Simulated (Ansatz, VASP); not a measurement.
## HfC in VASP and in Ansatz

```
CELL_PARAMETERS angstrom
3.85298 0.00000 0.00000
-1.92649 3.33678 0.00000
0.00000 0.00000 4.63752
ATOMIC_POSITIONS crystal
Hf 0.33333 0.66667 0.93956
Hf 0.66667 0.33333 0.43956
C 0.33333 0.66667 0.43644
C 0.66667 0.33333 0.93644
```

Alike in both runs: functional PBE; k mesh 13 × 13 × 7; occupations fermi-dirac, width 0.08 eV; no spin polarisation.

Ansatz relaxed the structure, and its values are those at the end. VASP's run is a single point on that final structure, the one shown.

|  | VASP | Ansatz |
| --- | --- | --- |
| version | VASP 6.6.1 | Ansatz 0.2.0 |
| potentials or method | VASP PAW PBE potentials, release 64 (Hf_pv, C) | PAW with Ansatz's default frozen-core files, scalar-relativistic |
| plane-wave cutoff (eV) | 520 | 420 |
| valence electrons in the cell | 28 | 60 |

|  | VASP | Ansatz | Ansatz less VASP |
| --- | --- | --- | --- |
| pressure (GPa) | -0.5 | 0.0 | +0.51 |

VASP's potentials hold 28 valence electrons a cell and Ansatz's 60, so a difference there can come from the potentials and not from the codes.

Neither program's run includes spin-orbit coupling.
